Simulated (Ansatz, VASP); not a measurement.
Two plane-wave programs on Fe

The input INCAR:

```
SYSTEM = Fe
ALGO = Fast ; EDIFF = 1E-6
ENCUT = 520 ; GGA = PE
ISIF = 2 ; ISMEAR = 0
LASPH = .True. ; LCHARG = .False.
LREAL = .False. ; LWAVE = .False.
NBANDS = 10 ; NELM = 80
PREC = Accurate ; SIGMA = 0.05
```

KPOINTS

```
k-points
0
Gamma
  22 22 22
  0 0 0
```

Contents of POSCAR:

```
Fe
1.0
   -1.4155932657      1.4155932657      1.4155932657
    1.4155932657     -1.4155932657      1.4155932657
    1.4155932657      1.4155932657     -1.4155932657
Fe
1
Direct
    0.0000000000      0.0000000000      0.0000000000
```

Input for Ansatz:

```yaml
crystal:
  lattice:
    - [-1.4155932657, 1.4155932657, 1.4155932657]
    - [1.4155932657, -1.4155932657, 1.4155932657]
    - [1.4155932657, 1.4155932657, -1.4155932657]
  atoms:
    - { symbol: Fe, position: [0.0, 0.0, 0.0] }
basis:
  ecutwfc: 420
  ecutrho_ratio: 4
kpoints:
  mp_grid: { grid: [22, 22, 22] }
hamiltonian:
  xc: pbe
scf:
  occupations: { method: gaussian, width: 0.05 }
output:
  forces: true
  stress: true
  eigenvalues: true
```

Alike in both runs: task single point; functional PBE; k mesh 22 × 22 × 22; occupations gaussian, width 0.05 eV; no spin polarisation.

|  | VASP | Ansatz |
| --- | --- | --- |
| version | VASP 6.6.1 | Ansatz 0.2.0 |
| potentials or method | VASP PAW PBE potentials, release 64 (Fe), cutoff 520 eV | scalar-relativistic, plane waves, PAW |
| valence electrons in the cell | 8 | 16 |

|  | VASP | Ansatz | Ansatz less VASP |
| --- | --- | --- | --- |
| gap on the k mesh at the Fermi level (eV) | none | none | - |
| pressure (GPa) | -18.0 | -17.7 | +0.28 |

A gap of «none» marks a metal or a gap that the smearing closes. The functional is the same, so the differences come from potentials, cutoffs and numerics. VASP's potentials hold 8 valence electrons a cell and Ansatz's 16, so a difference there can come from the potentials and not from the codes.
